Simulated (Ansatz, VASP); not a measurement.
## Two plane-wave programs on Be3Se2O

Contents of INCAR:

```
  ALGO = Normal
  EDIFF = 1E-7
  ENCUT = 520
  GGA = PE
  ISIF = 2
  ISMEAR = 0
  LASPH = True
  LCHARG = False
  LREAL = False
  LWAVE = False
  NBANDS = 21
  NELM = 60
  PREC = Accurate
  SIGMA = 0.1
```

File KPOINTS:

```
k-points
0
Gamma
  6 6 6
```

The input POSCAR:

```
Be3Se2O
1.0
    5.5282805600      0.0000000000      0.0000000000
   -2.7641402800      4.7876314000      0.0000000000
    0.0000000000      0.0000000000      3.2074497400
Be Se O
3 2 1
Direct
    0.0000000000      0.5000000000      0.0000000000
    0.5000000000      0.0000000000      0.0000000000
    0.5000000000      0.5000000000      0.0000000000
    0.3333333300      0.6666666700      0.5000000000
    0.6666666700      0.3333333300      0.5000000000
    0.0000000000      0.0000000000      0.5000000000
```

Input for Ansatz:

```yaml
crystal:
  lattice:
    - [5.52828056, 0.0, 0.0]
    - [-2.76414028, 4.7876314, 0.0]
    - [0.0, 0.0, 3.20744974]
  atoms:
    - { symbol: Be, position: [0.0, 0.5, 0.0] }
    - { symbol: Be, position: [0.5, 0.0, 0.0] }
    - { symbol: Be, position: [0.5, 0.5, 0.0] }
    - { symbol: Se, position: [0.33333333, 0.66666667, 0.5] }
    - { symbol: Se, position: [0.66666667, 0.33333333, 0.5] }
    - { symbol: O, position: [0.0, 0.0, 0.5] }
basis:
  ecutwfc: 420
kpoints:
  mp_grid: { grid: [6, 6, 6] }
hamiltonian:
  xc: pbe
scf:
  occupations: { method: gaussian, width: 0.1 }
  lower_state_search: "off"
output:
  forces: true
  stress: true
  eigenvalues: true
```

Change from the starting cell: species swapped into the TmB2Ir3 type (P6/mmm, No. 191).

Alike in both runs: task single point; functional PBE; k mesh 6 × 6 × 6; occupations gaussian, width 0.1 eV; no spin polarisation.

|  | VASP | Ansatz |
| --- | --- | --- |
| version | VASP 6.6.1 | Ansatz 0.2.0 |
| potentials or method | VASP PAW PBE potentials, release 64 (Be, Se, O), cutoff 520 eV | scalar-relativistic, plane waves, PAW |
| valence electrons in the cell | 24 | 44 |

|  | VASP | Ansatz | Ansatz less VASP |
| --- | --- | --- | --- |
| gap on the k mesh at the Fermi level (eV) | none | none | - |
| pressure (GPa) | 5.2 | 5.1 | -0.19 |
| traceless stress, the component that is largest in VASP (GPa) | -4.07 | -4.20 | -0.138 |

A gap of «none» marks a metal or a gap that the smearing closes. VASP's potentials hold 24 valence electrons a cell and Ansatz's 44, so a difference there can come from the potentials and not from the codes.
